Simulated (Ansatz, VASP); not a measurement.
# Two plane-wave programs on TlCl

```xyz
2
Lattice="3.8340 0.0000 0.0000 0.0000 3.8340 0.0000 0.0000 0.0000 3.8340" Properties=species:S:1:pos:R:3 pbc="T T T"
Tl    0.0000    0.0000    0.0000
Cl    1.9170    1.9170    1.9170
```

Alike in both runs: task single point; functional PBE; k mesh 10 × 10 × 10; occupations gaussian, width 0.05 eV; no spin polarisation.

|  | VASP | Ansatz |
| --- | --- | --- |
| version | VASP 6.6.1 | Ansatz 0.2.0 |
| potentials or method | VASP PAW PBE potentials, release 64 (Tl_d, Cl), cutoff 500 eV | scalar-relativistic, plane waves, PAW |
| valence electrons in the cell | 20 | 20 |

|  | VASP | Ansatz | Ansatz less VASP |
| --- | --- | --- | --- |
| gap on the k mesh at the Fermi level (eV) | 2.08 | 2.08 | -0.007 |
| least direct gap on the mesh (eV) | 2.08 | 2.08 | -0.007 |
| pressure (GPa) | 1.2 | 1.3 | +0.07 |

Spin-orbit coupling is off throughout.
